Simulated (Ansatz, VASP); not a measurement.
One calculation of Ca, two programs

Contents of INCAR:

```
PREC = Accurate
ENCUT = 520
EDIFF = 1E-7
ISMEAR = -1
SIGMA = 0.1
LREAL = F
LASPH = T
NELM = 80
ALGO = Normal
ISIF = 2
LWAVE = F
LCHARG = T
GGA = PS
LELF = T
LVHAR = T
NBANDS = 11
```

KPOINTS

```
regular mesh
0
Gamma
  12 12 12
```

File POSCAR:

```
Ca
1.0
   -2.1340739405      2.1340739405      2.1340739405
    2.1340739405     -2.1340739405      2.1340739405
    2.1340739405      2.1340739405     -2.1340739405
Ca
1
Direct
    0.0000000000      0.0000000000      0.0000000000
```

Input for Ansatz:

```yaml
crystal:
  lattice:
    - [-2.1340739405, 2.1340739405, 2.1340739405]
    - [2.1340739405, -2.1340739405, 2.1340739405]
    - [2.1340739405, 2.1340739405, -2.1340739405]
  atoms:
    - { symbol: Ca, position: [0.0, 0.0, 0.0] }
hamiltonian:
  xc: pbesol
  pseudopotentials:
    kind: paw
    azcp:
      Ca: "pseudopotentials/Ca.paw.azcp"
basis:
  ecutwfc: 420
  fft_grid_basis: typed
kpoints:
  mp_grid: { grid: [12, 12, 12], shift: [0, 0, 0] }
magnetization:
  spin_polarized: false
scf:
  occupations: { method: fermi_dirac, width: 0.1 }
  lower_state_search: "off"
output:
  stress: true
```

Alike in both runs: task single point; functional PBEsol; k mesh 12 × 12 × 12; occupations fermi-dirac, width 0.1 eV; no spin polarisation.

|  | VASP | Ansatz |
| --- | --- | --- |
| version | VASP 6.6.1 | Ansatz 0.2.0 |
| potentials or method | VASP PAW PBE potentials, release 64 (Ca_sv), cutoff 520 eV | plane waves (420 eV) with PAW, scalar-relativistic |
| valence electrons in the cell | 10 | 10 |

|  | VASP | Ansatz | Ansatz less VASP |
| --- | --- | --- | --- |
| pressure (GPa) | 0.8 | 0.7 | -0.01 |

VASP's potentials were made for PBE, not for PBEsol, and Ansatz warns of the same on its side. The functional is the same, so the differences come from potentials, cutoffs and numerics.
